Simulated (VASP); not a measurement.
# In (Fd-3m) in VASP: a series of runs, part 2 of 2

VASP 6.6.1. The steps go on from the part before.

### 4 Single point, r2SCAN (33.25 Å³/atom)

This run uses another cell than the first one, of 33.25 Å³/atom.

Contents of POSCAR:

```
In
1.0
    0.0000000000      3.2154707350      3.2154707350
    3.2154707350      0.0000000000      3.2154707350
    3.2154707350      3.2154707350      0.0000000000
In
2
Direct
    0.1250000000      0.1250000000      0.1250000000
    0.8750000000      0.8750000000      0.8750000000
```

Contents of INCAR.step1:

```
SYSTEM = In
PREC = Accurate
ENCUT = 520
ISMEAR = -1
SIGMA = 0.1
LREAL = .FALSE.
LASPH = .TRUE.
NELM = 60
NBANDS = 20
GGA = PE
ALGO = Normal
EDIFF = 1E-4
LWAVE = .TRUE.
LCHARG = .FALSE.
```

Contents of INCAR.step2:

```
SYSTEM = In
PREC = Accurate
ENCUT = 520
EDIFF = 1E-6
ISMEAR = -1
SIGMA = 0.1
LREAL = .FALSE.
LASPH = .TRUE.
NELM = 60
ALGO = Normal
ISIF = 2
LWAVE = .FALSE.
LCHARG = .TRUE.
METAGGA = R2SCAN
LMIXTAU = .TRUE.
LELF = .TRUE.
LVHAR = .TRUE.
NBANDS = 20
ISTART = 1
```

Contents of KPOINTS:

```
regular mesh
0
G
  9 9 9
  0 0 0
```

Potentials or basis: VASP PAW PBE potentials, release 64 (In_d).

On the command line:

```bash
$ cat potpaw_PBE.64/In_d/POTCAR > POTCAR
$ cp INCAR.step1 INCAR
$ mpirun -np 1 vasp_std > vasp.out
$ cp INCAR.step2 INCAR
$ mpirun -np 1 vasp_std > vasp.out
```

OUTCAR:

```text
SYSTEM = In
   PREC = Accurate
   ENCUT = 520
   EDIFF = 1E-6
   ISMEAR = -1
   LREAL = .FALSE.
   LASPH = .TRUE.
   NELM = 60
   ISIF = 2
   METAGGA = R2SCAN
   ISTART = 1

 ion  position               nearest neighbor table
   1  0.125  0.125  0.125-   2 2.78   2 2.78   2 2.78   2 2.78
   2  0.875  0.875  0.875-   1 2.78   1 2.78   1 2.78   1 2.78

  LATTYP: Found a face centered cubic cell.
 ALAT       =     6.4309414700

  Lattice vectors:

 A1 = (   0.0000000000,   3.2154707350,   3.2154707350)
 A2 = (   3.2154707350,   0.0000000000,   3.2154707350)
 A3 = (   3.2154707350,   3.2154707350,   0.0000000000)

Analysis of symmetry for initial positions (statically):
=====================================================================
 Subroutine PRICEL returns:
 Original cell was already a primitive cell.

 Routine SETGRP: Setting up the symmetry group for a
 face centered cubic supercell.

 Subroutine GETGRP returns: Found 48 space group operations
[... 161 lines left out ...]
  ext. energy  EPLUGINS =         0.00000000
  ---------------------------------------------------
  free energy    TOTEN  =       -44.55152263 eV

  energy without entropy =      -44.50529758  energy(sigma->0) =      -44.52841010

 E-fermi :   4.5513     XC(G=0):  -9.5140

 val. band max:        4.5392035641   @ k =   0.4444   0.3333   0.1111
 cond. band min:       4.5687734590   @ k =  -0.1111   0.1111   0.0000
 fundamental gap:      0.0295698949
 Fermi energy:         4.5512691377

 k-point     1 :       0.0000    0.0000    0.0000
  band No.  band energies     occupation
      1     -10.7300      2.00000
      2     -10.7300      2.00000
      3     -10.7300      2.00000
      4     -10.6447      2.00000
      5     -10.6447      2.00000
      6     -10.0919      2.00000
[... 541 lines left out ...]
     19      16.5493      0.00000
     20      17.1283      0.00000

 [... further k-points ...]

------------------------ aborting loop because EDIFF is reached ----------------------------------------

  FORCE on cell =-STRESS in cart. coord.  units (eV):
  Direction    XX          YY          ZZ          XY          YZ          ZX
  --------------------------------------------------------------------------------------
  -------------------------------------------------------------------------------------
  Total        1.2155266      1.2155266      1.2155266      0.0000000      0.0000000      0.0000000
  in kB       29.2894613     29.2894613     29.2894613      0.0000000      0.0000000      0.0000000
  external PRESSURE =      29.2894613 kB  Pullay stress =       0.0000000 kB

 VOLUME and BASIS-vectors are now :
 -----------------------------------------------------------------------------
  energy-cutoff  :      520.00
  volume of cell :       66.49
      direct lattice vectors                 reciprocal lattice vectors
     0.000000000  3.215470735  3.215470735    -0.155498228  0.155498228  0.155498228
     3.215470735  0.000000000  3.215470735     0.155498228 -0.155498228  0.155498228
     3.215470735  3.215470735  0.000000000     0.155498228  0.155498228 -0.155498228

 POSITION                                       TOTAL-FORCE (eV/Angst)
 -----------------------------------------------------------------------------------
      0.80387      0.80387      0.80387        -0.000000      0.000000     -0.000000
      5.62707      5.62707      5.62707         0.000000     -0.000000      0.000000
 -----------------------------------------------------------------------------------
    total drift:                                0.000000      0.000000      0.000000

  FREE ENERGIE OF THE ION-ELECTRON SYSTEM (eV)
  ---------------------------------------------------
  free  energy   TOTEN  =       -44.5515226307 eV

  energy  without entropy=      -44.5052975787  energy(sigma->0) =      -44.52841010
```

OSZICAR.step1:

```text
N       E                     dE             d eps       ncg     rms          rms(c)
DAV:   1     0.210551227301E+03    0.21055E+03   -0.12933E+04  1400   0.165E+03
DAV:   2     0.116411681959E+02   -0.19891E+03   -0.19570E+03  1404   0.366E+02
DAV:   3    -0.387197714292E+01   -0.15513E+02   -0.15444E+02  1652   0.118E+02
DAV:   4    -0.436373898084E+01   -0.49176E+00   -0.49149E+00  1612   0.242E+01
DAV:   5    -0.439247286019E+01   -0.28734E-01   -0.28732E-01  2140   0.484E+00    0.421E+00
DAV:   6    -0.435677137798E+01    0.35701E-01   -0.83108E-02  1948   0.472E+00    0.187E+00
DAV:   7    -0.435202846876E+01    0.47429E-02   -0.22705E-02  1912   0.229E+00    0.451E-01
DAV:   8    -0.435237136542E+01   -0.34290E-03   -0.22044E-03  1752   0.396E-01    0.605E-02
DAV:   9    -0.435242030365E+01   -0.48938E-04   -0.62477E-05  1056   0.935E-02
   1 F= -.43524203E+01 E0= -.43277619E+01  d E =-.493169E-01
```

It took 2.2 min on 1 thread of Intel Xeon Platinum 8488C (Sapphire Rapids), shared host; peak memory 0.22 GiB.

Results:

| Quantity | Value |
| --- | --- |
| Free energy | -44.5515 eV |
| Pressure | 2.9 GPa |
| Band gap on the k mesh | zero (bands 13 and 14 overlap by 3.71 eV) |

Levels at points of the mesh, in eV from the Fermi level:
| k point | band 9 | band 10 | band 11 | band 12 | band 13 | band 14 | band 15 | band 16 | band 17 | band 18 |
| --- | --- | --- | --- | --- | --- | --- | --- | --- | --- | --- |
| (0.00, 0.00, 0.00) | -14.55 | -14.55 | -8.82 | 2.75 | 2.75 | 2.75 | 3.62 | 4.48 | 4.48 | 4.48 |

Caveat: the PAW data sets were made with another functional, which shifts forces and pressure a little; spin-orbit coupling is left out, which moves the levels of the heavy elements.

### 5 Single point, r2SCAN (34.69 Å³/atom)

This run uses another cell than the first one, of 34.69 Å³/atom.

Contents of POSCAR:

```
In
1.0
    0.0000000000      3.2614122382      3.2614122382
    3.2614122382      0.0000000000      3.2614122382
    3.2614122382      3.2614122382      0.0000000000
In
2
Direct
    0.1250000000      0.1250000000      0.1250000000
    0.8750000000      0.8750000000      0.8750000000
```

Contents of INCAR.step1:

```
SYSTEM = In
ALGO = Normal ; EDIFF = 1E-4
ENCUT = 520 ; GGA = PE
ISMEAR = -1 ; LASPH = .TRUE.
LCHARG = .FALSE. ; LREAL = .FALSE.
LWAVE = .TRUE. ; NBANDS = 20
NELM = 80 ; PREC = Accurate
SIGMA = 0.1
```

Contents of INCAR.step2:

```
SYSTEM = In
ALGO = Normal ; EDIFF = 1E-6
ENCUT = 520 ; ISIF = 2
ISMEAR = -1 ; ISTART = 1
LASPH = .TRUE. ; LCHARG = .FALSE.
LMIXTAU = .TRUE. ; LREAL = .FALSE.
LWAVE = .FALSE. ; METAGGA = R2SCAN
NBANDS = 20 ; NELM = 80
PREC = Accurate ; SIGMA = 0.1
```

Contents of KPOINTS:

```
k-points
0
G
  9 9 9
  0 0 0
```

On the command line:

```bash
$ cat potpaw_PBE.64/In_d/POTCAR > POTCAR
$ cp INCAR.step1 INCAR
$ mpirun -np 1 vasp_std > vasp.out
$ cp INCAR.step2 INCAR
$ mpirun -np 1 vasp_std > vasp.out
```

Wall time 2.2 min (1 thread of Intel Xeon Platinum 8488C (Sapphire Rapids), shared host); peak memory 0.23 GiB.

It converged, with:

```yaml
Free_energy: -44.5906 eV
Pressure: 1.3 GPa
Band_gap_on_the_k_mesh: zero (bands 13 and 14 overlap by 3.51 eV)
```

Levels at points of the mesh, in eV from the Fermi level:
| k point | band 11 | band 12 | band 13 | band 14 | band 15 | band 16 |
| --- | --- | --- | --- | --- | --- | --- |
| (0.00, 0.00, 0.00) | -8.61 | 2.61 | 2.61 | 2.61 | 3.22 | 4.37 |

Caveat: the PAW data sets were made with another functional, which shifts forces and pressure a little; spin-orbit coupling is left out, which moves the levels of the heavy elements.

### 6 Single point, r2SCAN (36.14 Å³/atom)

Contents of POSCAR:

```
In
1.0
    0.0000000000      3.3060946705      3.3060946705
    3.3060946705      0.0000000000      3.3060946705
    3.3060946705      3.3060946705      0.0000000000
In
2
Direct
    0.1250000000      0.1250000000      0.1250000000
    0.8750000000      0.8750000000      0.8750000000
```

Contents of INCAR.step1:

```
PREC = Accurate
ENCUT = 520
ISMEAR = -1
SIGMA = 0.1
LREAL = False
LASPH = True
NELM = 80
NBANDS = 20
GGA = PE
ALGO = Normal
EDIFF = 1E-4
LWAVE = True
LCHARG = False
```

Contents of INCAR.step2:

```
PREC = Accurate
ENCUT = 520
EDIFF = 1E-6
ISMEAR = -1
SIGMA = 0.1
LREAL = False
LASPH = True
NELM = 80
ALGO = Normal
ISIF = 2
LWAVE = False
LCHARG = False
METAGGA = R2SCAN
LMIXTAU = True
NBANDS = 20
ISTART = 1
```

Contents of KPOINTS:

```
Automatic mesh
0
Gamma
  9 9 9
```

Potentials or basis: VASP PAW PBE potentials, release 64 (In_d).

On the command line:

```bash
$ cat potpaw_PBE.64/In_d/POTCAR > POTCAR
$ cp INCAR.step1 INCAR
$ mpirun -np 1 vasp_std > vasp.out
$ cp INCAR.step2 INCAR
$ mpirun -np 1 vasp_std > vasp.out
```

Wall time 2.1 min (1 thread of Intel Xeon Platinum 8488C (Sapphire Rapids), shared host); peak memory 0.23 GiB.

The run converged. Its results:

- Free energy: -44.6038 eV
- Pressure: 0.0 GPa
- Band gap on the k mesh: zero (bands 13 and 14 overlap by 3.33 eV)

Levels at points of the mesh, in eV from the Fermi level:
| k point | band 10 | band 11 | band 12 | band 13 | band 14 | band 15 | band 16 | band 17 |
| --- | --- | --- | --- | --- | --- | --- | --- | --- |
| (0.00, 0.00, 0.00) | -14.58 | -8.41 | 2.49 | 2.49 | 2.49 | 2.84 | 4.26 | 4.26 |

Caveat: the PAW data sets were made with another functional, which shifts forces and pressure a little; spin-orbit coupling is left out, which moves the levels of the heavy elements.

### 7 Summary

| cell | k mesh | gap on the mesh (eV) | pressure (GPa) |
| --- | --- | --- | --- |
| a = 4.676 Å, angles 60.0°, 2 atoms | 8 × 8 × 8 | none | 0.0 |
| a = 4.480 Å, angles 60.0°, 2 atoms | 9 × 9 × 9 | none | 5.0 |
| a = 4.547 Å, angles 60.0°, 2 atoms | 9 × 9 × 9 | none | 2.9 |
| a = 4.612 Å, angles 60.0°, 2 atoms | 9 × 9 × 9 | none | 1.3 |
| a = 4.676 Å, angles 60.0°, 2 atoms | 9 × 9 × 9 | none | 0.0 |

Alike in all rows: task single point; level r2SCAN; potentials or basis VASP PAW PBE potentials, release 64 (In_d); no spin polarisation; cutoff (eV) 520; smearing fermi-dirac 0.1 eV.

Caveats: the PAW data sets were made with another functional, which shifts forces and pressure a little; spin-orbit coupling is left out, which moves the levels of the heavy elements; the cell stands under pressure (at least some runs).

Total energies depend on the potentials used, so only differences within one code and one set of settings carry meaning.
